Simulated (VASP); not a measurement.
PbSe: single point with HSE06

The system is PbSe.

```
Pb Se
1.0
     0.00000    3.06969    3.06969
     3.06969    0.00000    3.06969
     3.06969    3.06969    0.00000
Pb Se
1 1
Direct
  0.00000 0.00000 0.00000
  0.50000 0.50000 0.50000
```

| Property | Result |
| --- | --- |
| Program | VASP 6.6.1 |
| Task | single point |
| Functional | HSE06 |
| Potentials or basis | VASP PAW PBE potentials, release 64 (Pb_d, Se) |
| Cutoff | 520 eV |
| k mesh | 4 × 4 × 4 |
| Occupations | gaussian, width 0.01 eV |
| Spin | no spin polarisation |
| Dipole correction | no |
| Grid for exact exchange (PRECFOCK) | Normal |
| Further INCAR settings | ALGO = Normal; EDIFF = 1e-06; NBANDS = 17 |
| Share of exact exchange | 0.25 |
| Screening parameter | 0.2079 1/Å |

```json
{
  "Pressure": "0.8 GPa",
  "Band gap on the k mesh": "0.74 eV"
}
```

Levels at points of the mesh, in eV from the valence-band top:
```tsv
k point	band 7	band 8	band 9	band 10	band 11	band 12	band 13	band 14
(0.00, 0.00, 0.00)	-6.65	-2.14	-2.14	-2.14	5.47	5.47	5.47	7.18
(0.50, 0.00, 0.00)	-9.55	-1.73	-1.73	0.00	0.74	2.20	2.20	9.32
(0.50, 0.50, 0.00)	-7.88	-5.51	-3.61	-3.61	4.20	6.43	6.43	6.90
```

Run time: 22 min on 1 thread of Intel(R) Xeon(R) Platinum 8488C (Sapphire Rapids), on a shared host, peak memory 0.3 GiB.

Caveat: the k points lie up to 0.44 Å⁻¹ apart; the PAW data sets were made with another functional, which shifts forces and pressure a little; spin-orbit coupling is left out, which moves the levels of the heavy elements. A k mesh can miss the band edges.
